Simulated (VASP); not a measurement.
# BeTe (F-43m) in VASP: single point with PBE

Aim: the single point of BeTe with PBE.

All numbers are computed with VASP 6.6.1; they aren't measurements. Logs are shortened: lines on timing, memory, paths and dates and some standing lists are left out, and cuts for length are marked.

## (1) The cell of the first run

The structure is cubic, space group F-43m (No. 216). The conventional cell has a = 5.498 Å, b = 5.498 Å, c = 5.498 Å, α = 90.00°, β = 90.00°, γ = 90.00°. Within 3.1 Å of Be (site symmetry -43m) lie 4 Te at 2.38 Å. Te (site symmetry -43m) has 4 Be at 2.38 Å within 3.1 Å.

## (2) Single point, PBE

The input, INCAR:

```
SYSTEM = BeTe
PREC     = Accurate       ! precision mode
ENCUT    = 520            ! plane-wave cutoff, eV
EDIFF    = 1E-7           ! SCF threshold, eV
ISMEAR   = -1             ! smearing method
SIGMA    = 0.1            ! smearing width, eV
LREAL    = .False.        ! projectors in reciprocal space
LASPH    = .True.         ! aspherical terms in the spheres
NELM     = 80             ! most SCF steps
ALGO     = Normal         ! electronic algorithm
ISIF     = 2              ! what is computed and relaxed
LWAVE    = .False.        ! write WAVECAR
LCHARG   = .False.        ! write CHGCAR
GGA      = PE             ! functional
NBANDS   = 11             ! bands
```

The input, KPOINTS:

```
Automatic mesh
0
Gamma
  8 8 8
  0 0 0
```

The input, POSCAR:

```
BeTe
1.0
    0.0000000000      2.7488250000      2.7488250000
    2.7488250000      0.0000000000      2.7488250000
    2.7488250000      2.7488250000      0.0000000000
Be Te
1 1
Direct
    0.0000000000      0.0000000000      0.0000000000
    0.2500000000      0.2500000000      0.2500000000
```

Potentials or basis: VASP PAW PBE potentials, release 64 (Be, Te).

Run with:

```bash
cat potpaw_PBE.64/Be/POTCAR potpaw_PBE.64/Te/POTCAR > POTCAR
mpirun -np 1 vasp_std > vasp.out
```

OUTCAR:

```text
SYSTEM = BeTe
   PREC = Accurate
   ENCUT = 520
   EDIFF = 1E-7
   ISMEAR = -1
   LREAL = .False.
   LASPH = .True.
   NELM = 80
   ISIF = 2
   GGA = PE

 ion  position               nearest neighbor table
   1  0.000  0.000  0.000-   2 2.38   2 2.38   2 2.38   2 2.38
   2  0.250  0.250  0.250-   1 2.38   1 2.38   1 2.38   1 2.38

  LATTYP: Found a face centered cubic cell.
 ALAT       =     5.4976500000

  Lattice vectors:

 A1 = (   0.0000000000,   2.7488250000,   2.7488250000)
 A2 = (   2.7488250000,   0.0000000000,   2.7488250000)
 A3 = (   2.7488250000,   2.7488250000,   0.0000000000)

Analysis of symmetry for initial positions (statically):
=====================================================================
 Subroutine PRICEL returns:
 Original cell was already a primitive cell.

 Routine SETGRP: Setting up the symmetry group for a
 face centered cubic supercell.

 Subroutine GETGRP returns: Found 24 space group operations
 (whereof 24 operations were pure point group operations)
 out of a pool of 48 trial point group operations.

The static configuration has the point symmetry T_d .

Analysis of symmetry for dynamics (positions and initial velocities):
=====================================================================
 Subroutine PRICEL returns:
 Original cell was already a primitive cell.

 Routine SETGRP: Setting up the symmetry group for a
 face centered cubic supercell.

 Subroutine GETGRP returns: Found 24 space group operations
 (whereof 24 operations were pure point group operations)
 out of a pool of 48 trial point group operations.

The dynamic configuration has the point symmetry T_d .

 Subroutine INISYM returns: Found 24 space group operations
 (whereof 24 operations are pure point group operations),
 and found     1 'primitive' translations

----------------------------------------------------------------------------------------

                                     Primitive cell

  volume of cell :      41.5405

  direct lattice vectors                    reciprocal lattice vectors
     0.000000000  2.748825000  2.748825000    -0.181895901  0.181895901  0.181895901
     2.748825000  0.000000000  2.748825000     0.181895901 -0.181895901  0.181895901
     2.748825000  2.748825000  0.000000000     0.181895901  0.181895901 -0.181895901

  length of vectors
     3.887425596  3.887425596  3.887425596     0.315052942  0.315052942  0.315052942

  position of ions in fractional coordinates (direct lattice)
     0.000000000  0.000000000  0.000000000
     0.250000000  0.250000000  0.250000000

  ion indices of the primitive-cell ions
   primitive index   ion index
                 1           1
                 2           2

----------------------------------------------------------------------------------------

 KPOINTS: Automatic mesh

Automatic generation of k-mesh.
 Grid dimensions read from file:
 generate k-points for:    8    8    8

 Generating k-lattice:

  Cartesian coordinates                     Fractional coordinates (reciprocal lattice)
    -0.022736988  0.022736988  0.022736988     0.125000000  0.000000000  0.000000000
     0.022736988 -0.022736988  0.022736988     0.000000000  0.125000000  0.000000000
     0.022736988  0.022736988 -0.022736988     0.000000000  0.000000000  0.125000000

  Length of vectors
     0.039381618  0.039381618  0.039381618

  Shift w.r.t. Gamma in fractional coordinates (k-lattice)
     0.000000000  0.000000000  0.000000000

 Subroutine IBZKPT returns following result:
 ===========================================

 Found     29 irreducible k-points:

 Following reciprocal coordinates:
            Coordinates               Weight
  0.000000  0.000000  0.000000      1.000000
  0.125000  0.000000  0.000000      8.000000
  0.250000  0.000000  0.000000      8.000000
  0.375000  0.000000  0.000000      8.000000
  0.500000  0.000000  0.000000      4.000000
  0.125000  0.125000  0.000000      6.000000
[... 16 lines left out ...]
  0.500000  0.250000  0.125000     48.000000
 -0.375000  0.250000  0.125000     24.000000
 [... further k-points ...]
   k-points           NKPTS =     29   k-points in BZ     NKDIM =     29   number of bands    NBANDS=     11
   number of dos      NEDOS =    301   number of ions     NIONS =      2
   total plane-waves  NPLWV =  27000
   dimension x,y,z NGX =    30 NGY =   30 NGZ =   30
   dimension x,y,z NGXF=    60 NGYF=   60 NGZF=   60
   ions per type =               1   1
   NGX,Y,Z   is equivalent  to a cutoff of  12.83, 12.83, 12.83 a.u.
   NGXF,Y,Z  is equivalent  to a cutoff of  25.66, 25.66, 25.66 a.u.
 SYSTEM =  BeTe
   PREC   = accura    normal or accurate (medium, high low for compatibility)
   ISTART =      0    job   : 0-new  1-cont  2-samecut
   ICHARG =      2    charge: 1-file 2-atom 10-const
   ISPIN  =      1    spin polarized calculation?
   LNONCOLLINEAR =      F non collinear calculations
   LSORBIT =      F    spin-orbit coupling
   LASPH  =      T    aspherical Exc in radial PAW
   ENCUT  =  520.0 eV  38.22 Ry    6.18 a.u.   7.23  7.23  7.23*2*pi/ulx,y,z
   NELM   =     80;   NELMIN=  2; NELMDL= -5     # of ELM steps
   EDIFF  = 0.1E-06   stopping-criterion for ELM
   LREAL  =      F    real-space projection
   EDIFFG = 0.1E-05   stopping-criterion for IOM
   NSW    =      0    number of steps for IOM
   IBRION =     -1    ionic relax: 0-MD 1-quasi-New 2-CG
   NFREE  =      0    steps in history (QN), initial steepest desc. (CG)
   ISIF   =      2    stress and relaxation
   ISYM   =      2    0-nonsym 1-usesym 2-fastsym
   POTIM  = 0.5000    time-step for ionic-motion
   TEBEG  =    0.0;   TEEND  =   0.0 temperature during run
   PSTRESS=    0.0 pullay stress
   NELECT =       8.0000    total number of electrons
   NUPDOWN=      -1.0000    fix difference up-down
   EMIN   =  10.00;   EMAX   =-10.00  energy-range for DOS
   EFERMI =   0.00;   METHOD = LEGACY
   ISMEAR =    -1;   SIGMA  =   0.10  broadening in eV -4-tet -1-fermi 0-gaus
   EFERMI_NEDOS =   21; number of points for ismear=-14 and -15
   IALGO  =     38    algorithm
   IMIX   =      4    mixing-type and parameters
     AMIX     =   0.40;   BMIX     =  1.00
     AMIX_MAG =   1.60;   BMIX_MAG =  1.00
  volume/ion in A,a.u.               =      20.77       140.16
  Fermi-wavevector in a.u.,A,eV,Ry     =   0.945397  1.786542 12.160564  0.893776
  Thomas-Fermi vector in A             =   2.073295
   LORBIT       =      0    0 simple, 1 ext, 2 COOP (PROOUT), +10 PAW based schemes
   GGA     = PE    functional components
   LHFCALC =     F    Hartree Fock is set to
   AEXX    =    0.0000 exact exchange contribution
   IVDW    =     0    specifies the selected vdW correction
   LEPSILON=     F    determine dielectric tensor
   LRPA    =     F    only Hartree local field effects (RPA)
 non-spin polarized calculation
  energy-cutoff  :      520.00
  volume of cell :       41.54
 maximum number of plane-waves:      1139
 NGX is ok and might be reduce to    30
   NGX = 15   NGY = 15   NGZ = 15

 number of electron       8.0000000 magnetization

 Free energy of the ion-electron system (eV)
  ---------------------------------------------------
  ext. energy  EPLUGINS =         0.00000000
  ---------------------------------------------------
  free energy    TOTEN  =        -7.55261658 eV

  energy without entropy =       -7.55261159  energy(sigma->0) =       -7.55261408

 E-fermi :   6.8374     XC(G=0):  -9.3510

 val. band max:        5.9395918490   @ k =   0.0000   0.0000   0.0000
 cond. band min:       7.7247296003   @ k =   0.5000   0.5000   0.0000
 fundamental gap:      1.7851377513
 Fermi energy:         6.8374015728

 k-point     1 :       0.0000    0.0000    0.0000
  band No.  band energies     occupation
      1      -6.8607      2.00000
      2       5.9396      1.99975
      3       5.9396      1.99975
      4       5.9396      1.99975
      5       9.4797      0.00000
      6       9.4797      0.00000
      7       9.4797      0.00000
      8      10.3083      0.00000
      9      14.3558      0.00000
     10      16.3346      0.00000
     11      16.3346      0.00000

 k-point     2 :       0.1250    0.0000    0.0000
  band No.  band energies     occupation
      1      -6.6969      2.00000
      2       4.5264      2.00000
      3       5.6701      1.99998
      4       5.6701      1.99998
      5       9.5811      0.00000
      6       9.8618      0.00000
      7       9.8618      0.00000
      8      11.5040      0.00000
      9      14.7745      0.00000
     10      15.3073      0.00000
     11      15.3073      0.00000

 k-point     3 :       0.2500    0.0000    0.0000
  band No.  band energies     occupation
      1      -6.2407      2.00000
      2       2.3611      2.00000
      3       5.1803      2.00000
      4       5.1803      2.00000
      5       9.4162      0.00000
      6      10.4256      0.00000
      7      10.4256      0.00000
      8      13.3343      0.00000
      9      15.0292      0.00000
     10      15.0292      0.00000
     11      15.1295      0.00000

 k-point     4 :       0.3750    0.0000    0.0000
  band No.  band energies     occupation
      1      -5.6461      2.00000
      2       0.6274      2.00000
      3       4.8103      2.00000
      4       4.8103      2.00000
      5       9.2671      0.00000
      6      10.5354      0.00000
      7      10.5354      0.00000
      8      13.8087      0.00000
      9      16.1147      0.00000
     10      16.1729      0.00000
     11      16.1729      0.00000
[... 239 lines left out ...]
 k-point    22 :       0.3750    0.2500    0.1250
  band No.  band energies     occupation
      1      -5.8602      2.00000
      2       2.1234      2.00000
      3       3.4389      2.00000
      4       4.5731      2.00000
      5       9.4872      0.00000
      6      11.0323      0.00000
      7      11.2826      0.00000
      8      12.4116      0.00000
      9      15.2622      0.00000
     10      16.7889      0.00000
     11      17.4144      0.00000

 k-point    23 :       0.5000    0.2500    0.1250
  band No.  band energies     occupation
      1      -5.3266      2.00000
      2       0.9432      2.00000
      3       2.8786      2.00000
      4       4.0621      2.00000
      5       9.9670      0.00000
      6      10.7037      0.00000
      7      11.9861      0.00000
      8      13.0560      0.00000
      9      15.9901      0.00000
     10      16.5971      0.00000
     11      18.4871      0.00000

 k-point    24 :      -0.3750    0.2500    0.1250
  band No.  band energies     occupation
      1      -5.0493      2.00000
      2       0.3780      2.00000
      3       2.7740      2.00000
      4       3.8119      2.00000
      5      10.1072      0.00000
      6      10.4129      0.00000
      7      12.8349      0.00000
      8      13.9267      0.00000
      9      14.5798      0.00000
     10      17.7049      0.00000
     11      18.1260      0.00000

 [... further k-points ...]

------------------------ aborting loop because EDIFF is reached ----------------------------------------

  FORCE on cell =-STRESS in cart. coord.  units (eV):
  Direction    XX          YY          ZZ          XY          YZ          ZX
  --------------------------------------------------------------------------------------
  -------------------------------------------------------------------------------------
  Total        1.6146033      1.6146033      1.6146033      0.0000000      0.0000000      0.0000000
  in kB       62.2737681     62.2737681     62.2737681      0.0000000      0.0000000      0.0000000
  external PRESSURE =      62.2737681 kB  Pullay stress =       0.0000000 kB

 VOLUME and BASIS-vectors are now :
 -----------------------------------------------------------------------------
  energy-cutoff  :      520.00
  volume of cell :       41.54
      direct lattice vectors                 reciprocal lattice vectors
     0.000000000  2.748825000  2.748825000    -0.181895901  0.181895901  0.181895901
     2.748825000  0.000000000  2.748825000     0.181895901 -0.181895901  0.181895901
     2.748825000  2.748825000  0.000000000     0.181895901  0.181895901 -0.181895901

 POSITION                                       TOTAL-FORCE (eV/Angst)
 -----------------------------------------------------------------------------------
      0.00000      0.00000      0.00000         0.000000      0.000000      0.000000
      1.37441      1.37441      1.37441        -0.000000     -0.000000     -0.000000
 -----------------------------------------------------------------------------------
    total drift:                                0.000000      0.000000      0.000000

  FREE ENERGIE OF THE ION-ELECTRON SYSTEM (eV)
  ---------------------------------------------------
  free  energy   TOTEN  =        -7.5526165801 eV

  energy  without entropy=       -7.5526115863  energy(sigma->0) =       -7.55261408
```

Run time: 17 s. Hardware: 1 thread of AMD EPYC 7R43 (Zen 3), shared host; peak memory 0.13 GiB.

Results:

| Property | Result |
| --- | --- |
| Free energy | -7.5526 eV |
| Pressure | 6.2 GPa |
| Band gap on the k mesh | 1.79 eV, indirect (least direct gap 3.54 eV) |

Caveat: spin-orbit coupling is left out, which moves the levels of the heavy elements. A k mesh can miss the band edges.
